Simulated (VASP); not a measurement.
# Al32N31 (a cell with a defect) in VASP: single point with PBEsol

Aim: the single point of Al32N31 (a cell with a defect) with PBEsol.

Everything below comes from runs of VASP 6.6.1. Logs are shortened: lines on timing, memory, paths and dates and some standing lists are left out, and cuts for length are marked.

### Step 1. The cell of the first run

The cell holds a defect, 63 atoms: a = 8.755 Å, b = 8.755 Å, c = 8.755 Å, α = 90.00°, β = 90.00°, γ = 90.00°.

### Step 2. Single point, PBEsol

Contents of INCAR:

```
SYSTEM = Al32N31
PREC = Accurate ; ENCUT = 520
EDIFF = 1E-6 ; ISMEAR = -1
SIGMA = 0.05 ; LREAL = Auto
LASPH = .True. ; NELM = 80
ALGO = Normal ; ISIF = 2
LWAVE = .False. ; LCHARG = .True.
GGA = PS ; LELF = .True.
LVHAR = .True. ; NBANDS = 162
NELECT = 252.0 ; ISYM = 0
```

Contents of KPOINTS:

```
Automatic mesh
0
Gamma
  1 1 1
  0.25 0.25 0.25
```

Contents of POSCAR:

```
Al32N31
1.0
    8.7554440000      0.0000000000      0.0000000000
    0.0000000000      8.7554440000      0.0000000000
    0.0000000000      0.0000000000      8.7554440000
Al N
32 31
Direct
    0.9997490000      0.9986170000      0.0007230000
    0.0022050000      0.0003930000      0.4997710000
    0.9968460000      0.5011330000      0.9978150000
    0.9989760000      0.5008370000      0.5018070000
    0.4988090000      0.0004080000      0.0032000000
    0.5006050000      0.9984350000      0.5015110000
    0.5008310000      0.5008450000      0.9999240000
    0.5109160000      0.4856920000      0.5118220000
    0.2492460000      0.2512080000      0.0006710000
    0.2469480000      0.2493770000      0.4996950000
    0.2522990000      0.7489880000      0.9983050000
    0.2510380000      0.7487530000      0.5019640000
    0.7503440000      0.2496960000      0.0026270000
    0.7482930000      0.2522640000      0.5014420000
    0.7486300000      0.7490700000      0.9998280000
    0.7387500000      0.7624300000      0.5141530000
    0.2494280000      0.9986580000      0.2504120000
    0.2476920000      0.0001640000      0.7514980000
    0.2521490000      0.5008440000      0.2531260000
    0.2505250000      0.5005920000      0.7494460000
    0.7505260000      0.0001550000      0.2486480000
    0.7485810000      0.9973800000      0.7495840000
    0.7484670000      0.5006020000      0.2515000000
    0.7359240000      0.4887650000      0.7369670000
    0.9996910000      0.2512200000      0.2502260000
    0.0016400000      0.2496820000      0.7513260000
    0.9973680000      0.7489790000      0.2532650000
    0.9989050000      0.7490810000      0.7495940000
    0.4987320000      0.2493730000      0.2479270000
    0.5005030000      0.2522740000      0.7492740000
    0.5010070000      0.7487600000      0.2519880000
    0.5132560000      0.7624360000      0.7398270000
    0.1247460000      0.1250200000      0.1257370000
    0.1248590000      0.1248970000      0.6256920000
    0.1248490000      0.6247160000      0.1257800000
    0.1249790000      0.6251640000      0.6258710000
    0.6247260000      0.1249040000      0.1258390000
    0.6248970000      0.1250850000      0.6258660000
    0.6249100000      0.6251650000      0.1259280000
    0.3737510000      0.3769490000      0.1250970000
    0.3671430000      0.3705870000      0.6268080000
    0.3740650000      0.8730180000      0.1267640000
    0.3693820000      0.8784510000      0.6249200000
    0.8757150000      0.3770720000      0.1261680000
    0.8809350000      0.3718430000      0.6245350000
    0.8758750000      0.8730560000      0.1254180000
    0.8824440000      0.8794030000      0.6270480000
    0.3740020000      0.1251250000      0.3749890000
    0.3741390000      0.1250290000      0.8766360000
    0.3823060000      0.6218360000      0.3832790000
    0.3825920000      0.6278480000      0.8683250000
    0.8756580000      0.1250290000      0.3751000000
    0.8754670000      0.1251250000      0.8764450000
    0.8674010000      0.6278610000      0.3835790000
    0.8671870000      0.6220990000      0.8680970000
    0.1241330000      0.3769450000      0.3747360000
    0.1251880000      0.3770500000      0.8766970000
    0.1257930000      0.8730230000      0.3750450000
    0.1244650000      0.8730850000      0.8768300000
    0.6258390000      0.3705610000      0.3680930000
    0.6235440000      0.3718390000      0.8819360000
    0.6239510000      0.8784690000      0.3703030000
    0.6260850000      0.8794400000      0.8834790000
```

Potentials or basis: VASP PAW PBE potentials, release 64 (Al, N).

Run with:

```console
cat potpaw_PBE.64/Al/POTCAR potpaw_PBE.64/N/POTCAR > POTCAR
mpirun -np 1 vasp_std > vasp.out
```

OUTCAR:

```text
SYSTEM = Al32N31
   PREC = Accurate
   ENCUT = 520
   EDIFF = 1E-6
   ISMEAR = -1
   LREAL = Auto
   LASPH = .True.
   NELM = 80
   ISIF = 2
   GGA = PS
   NELECT = 252.0
   ISYM = 0

 ion  position               nearest neighbor table
   1  1.000  0.999  0.001-  46 1.89  59 1.89  53 1.90  33 1.90  21 3.08  18 3.08  17 3.09  26 3.10
                            13 3.10  28 3.10  15 3.10   9 3.11  25 3.11  11 3.11  27 3.11  22 3.11
   2  0.002  0.000  0.500-  47 1.86  34 1.89  58 1.90  52 1.90  10 3.06  17 3.07  18 3.08  27 3.08
                            25 3.10  12 3.10  26 3.10  28 3.10  16 3.11  21 3.11  22 3.12  14 3.13
   3  0.997  0.501  0.998-  57 1.89  44 1.89  35 1.92  55 1.92  15 3.07  28 3.07  13 3.08  26 3.08
                            20 3.11  23 3.11  25 3.11   9 3.11  27 3.12  11 3.12  19 3.16  24 3.23
   4  0.999  0.501  0.502-  45 1.87  36 1.89  56 1.90  54 1.91  28 3.07  27 3.08  20 3.09  14 3.09
                            24 3.09  10 3.09  12 3.10  26 3.10  23 3.10  25 3.10  19 3.11  16 3.23
   5  0.499  0.000  0.003-  63 1.86  37 1.89  42 1.90  49 1.90  29 3.06  17 3.07  21 3.08  11 3.08
                             9 3.10  31 3.10  13 3.10  15 3.10  32 3.11  18 3.11  22 3.12  30 3.13
   6  0.501  0.998  0.502-  62 1.89  43 1.90  38 1.90  48 1.92  16 2.94  32 2.94  22 3.07  31 3.09
                            12 3.09  14 3.11  30 3.11  17 3.11  21 3.11  18 3.11  29 3.12  10 3.12
   7  0.501  0.501  1.000-  61 1.87  39 1.89  40 1.90  51 1.91  15 3.07  11 3.07  24 3.09  30 3.09
                            23 3.09  29 3.09  31 3.10  13 3.10  20 3.10   9 3.10  19 3.11  32 3.23
   8  0.511  0.486  0.512-  60 1.90  41 1.90  50 1.99  24 2.79  14 2.92  30 2.92  23 3.09  20 3.09
                            29 3.10  10 3.10  16 3.14  32 3.14  19 3.21  31 3.24  12 3.24
   9  0.249  0.251  0.001-  57 1.89  40 1.89  49 1.90  33 1.90  29 3.08  26 3.08  25 3.09  18 3.10
[... 76 lines left out ...]
  62  0.624  0.878  0.370-  21 1.87  31 1.88   6 1.89  16 1.90
  63  0.626  0.879  0.883-   5 1.86  15 1.87  22 1.89  32 1.90

IMPORTANT INFORMATION: All symmetrisations will be switched off!
NOSYMM: (Re-)initialisation of all symmetry stuff for point group C_1.

----------------------------------------------------------------------------------------

                                     Primitive cell

  volume of cell :     671.1731

  direct lattice vectors                    reciprocal lattice vectors
     8.755444000  0.000000000  0.000000000     0.114214653  0.000000000  0.000000000
     0.000000000  8.755444000  0.000000000     0.000000000  0.114214653  0.000000000
     0.000000000  0.000000000  8.755444000     0.000000000  0.000000000  0.114214653

  length of vectors
     8.755444000  8.755444000  8.755444000     0.114214653  0.114214653  0.114214653

  position of ions in fractional coordinates (direct lattice)
     0.999749000  0.998617000  0.000723000
     0.002205000  0.000393000  0.499771000
     0.996846000  0.501133000  0.997815000
     0.998976000  0.500837000  0.501807000
     0.498809000  0.000408000  0.003200000
[... 191 lines left out ...]
   EFERMI_NEDOS =   21; number of points for ismear=-14 and -15
   IALGO  =     38    algorithm
   IMIX   =      4    mixing-type and parameters
     AMIX     =   0.40;   BMIX     =  1.00
     AMIX_MAG =   1.60;   BMIX_MAG =  1.00
  volume/ion in A,a.u.               =      10.65        71.89
  Fermi-wavevector in a.u.,A,eV,Ry     =   1.181037  2.231836 18.978065  1.394848
  Thomas-Fermi vector in A             =   2.317318
   LORBIT       =      0    0 simple, 1 ext, 2 COOP (PROOUT), +10 PAW based schemes
   GGA     = PS    functional components
   LHFCALC =     F    Hartree Fock is set to
   AEXX    =    0.0000 exact exchange contribution
   IVDW    =     0    specifies the selected vdW correction
   LEPSILON=     F    determine dielectric tensor
   LRPA    =     F    only Hartree local field effects (RPA)
 non-spin polarized calculation
  energy-cutoff  :      520.00
  volume of cell :      671.17
 maximum number of plane-waves:     18052
 NGX is ok and might be reduce to    70
   NGX = 33   NGY = 33   NGZ = 33

 number of electron     251.9999965 magnetization

 Free energy of the ion-electron system (eV)
  ---------------------------------------------------
  ext. energy  EPLUGINS =         0.00000000
  ---------------------------------------------------
  free energy    TOTEN  =      -475.98679328 eV

  energy without entropy =     -475.98503187  energy(sigma->0) =     -475.98591257

 E-fermi :   9.2364     XC(G=0): -11.0746

 val. band max:        8.9004305213   @ k =   0.2500  -0.2500   0.2500
 cond. band min:       9.5799109020   @ k =   0.2500   0.2500   0.2500
 fundamental gap:      0.6794803807
 Fermi energy:         9.2363914125

 k-point     1 :       0.2500    0.2500    0.2500
  band No.  band energies     occupation
      1      -8.9376      2.00000
      2      -8.4094      2.00000
      3      -8.3842      2.00000
      4      -8.3122      2.00000
      5      -7.9215      2.00000
      6      -7.8973      2.00000
[... 553 lines left out ...]
    137      11.5300      0.00000
    138      11.5351      0.00000
 [bands above 138 left out]

------------------------ aborting loop because EDIFF is reached ----------------------------------------

  FORCE on cell =-STRESS in cart. coord.  units (eV):
  Direction    XX          YY          ZZ          XY          YZ          ZX
  --------------------------------------------------------------------------------------
  -------------------------------------------------------------------------------------
  Total        8.8328415     13.1408016      8.8275912      0.1530967      0.1634290     -0.2814065
  in kB       21.0851404     31.3688007     21.0726071      0.3654617      0.3901264     -0.6717538
  external PRESSURE =      24.5088494 kB  Pullay stress =       0.0000000 kB

 VOLUME and BASIS-vectors are now :
 -----------------------------------------------------------------------------
  energy-cutoff  :      520.00
  volume of cell :      671.17
      direct lattice vectors                 reciprocal lattice vectors
     8.755444000  0.000000000  0.000000000     0.114214653  0.000000000  0.000000000
     0.000000000  8.755444000  0.000000000     0.000000000  0.114214653  0.000000000
     0.000000000  0.000000000  8.755444000     0.000000000  0.000000000  0.114214653

 POSITION                                       TOTAL-FORCE (eV/Angst)
 -----------------------------------------------------------------------------------
      8.75325      8.74334      0.00633         0.028895      0.027844      0.028181
      0.01931      0.00344      4.37572         0.033177      0.027518      0.000483
      8.72783      4.38764      8.73631         0.023407     -0.017957      0.024095
      8.74648      4.38505      4.39354         0.005766      0.008530      0.033721
      4.36729      0.00357      0.02802        -0.004850      0.028272      0.039938
      4.38302      8.74174      4.39095         0.043683     -0.047997      0.056896
[... 55 lines left out ...]
      5.46297      7.69139      3.24217        -0.007117     -0.011113     -0.072744
      5.48165      7.69989      7.73525         0.014756     -0.031528     -0.051751
 -----------------------------------------------------------------------------------
    total drift:                               -0.025199      0.013729      0.000113

  FREE ENERGIE OF THE ION-ELECTRON SYSTEM (eV)
  ---------------------------------------------------
  free  energy   TOTEN  =      -475.9867932762 eV

  energy  without entropy=     -475.9850318661  energy(sigma->0) =     -475.98591257
```

Wall time 27 min (1 thread of Intel Xeon 8259CL, shared host); peak memory 0.82 GiB.

What came out:

| Quantity | Value |
| --- | --- |
| Free energy | -475.9868 eV |
| Largest force | 0.111 eV/Å |

Forces on the atoms (eV/Å):
```
Al   0.029  0.028  0.028
Al   0.033  0.028  0.000
Al   0.023 -0.018  0.024
Al   0.006  0.009  0.034
Al  -0.005  0.028  0.040
Al   0.044 -0.048  0.057
Al   0.030  0.008  0.008
Al   0.026  0.057  0.038
Al   0.024  0.020  0.029
Al   0.004  0.002  0.004
Al   0.036 -0.008  0.009
Al   0.032  0.062  0.059
Al  -0.008  0.036  0.006
Al   0.061  0.005  0.059
Al   0.032  0.000  0.052
Al  -0.054  0.001 -0.073
Al   0.018  0.011  0.017
Al   0.036 -0.008 -0.020
Al   0.004 -0.010  0.005
Al   0.015  0.056  0.036
Al  -0.010 -0.006  0.031
Al   0.027  0.079  0.022
Al   0.038  0.057  0.018
Al   0.059 -0.048  0.046
Al   0.030  0.020  0.025
Al   0.005  0.037 -0.012
Al   0.008 -0.008  0.036
Al   0.045  0.002  0.026
Al  -0.002  0.001  0.000
Al   0.053  0.008  0.055
Al   0.054  0.058  0.031
Al  -0.085  0.004 -0.071
N   -0.017 -0.022 -0.019
N   -0.023 -0.009  0.020
N   -0.026  0.039 -0.022
N   -0.018 -0.029 -0.019
N    0.020 -0.010 -0.022
N   -0.028 -0.021 -0.029
N   -0.020 -0.029 -0.018
N   -0.021 -0.015 -0.018
N    0.020 -0.004 -0.040
N   -0.023 -0.026 -0.031
N   -0.071 -0.008 -0.006
N   -0.026 -0.018 -0.017
N    0.005 -0.044 -0.012
N   -0.016 -0.018 -0.025
N   -0.048 -0.028  0.014
N   -0.031 -0.002 -0.035
N   -0.025 -0.013 -0.024
N   -0.003 -0.052 -0.009
N   -0.033  0.011 -0.009
N   -0.025 -0.014 -0.026
N   -0.015 -0.026 -0.013
N   -0.017  0.009 -0.039
N   -0.034  0.029 -0.026
N   -0.019 -0.014 -0.024
N   -0.017 -0.017 -0.027
N   -0.030 -0.028 -0.025
N   -0.026 -0.019 -0.014
N   -0.037 -0.001  0.018
N   -0.010 -0.045  0.005
N   -0.007 -0.011 -0.073
N    0.015 -0.032 -0.052
```

Caveat: the cell carries a net charge on a neutralising background, which shifts energy and pressure; the cell is charged against a uniform background, so pressure and absolute levels hang on convention; the PAW data sets were made with another functional, which shifts forces and pressure a little.
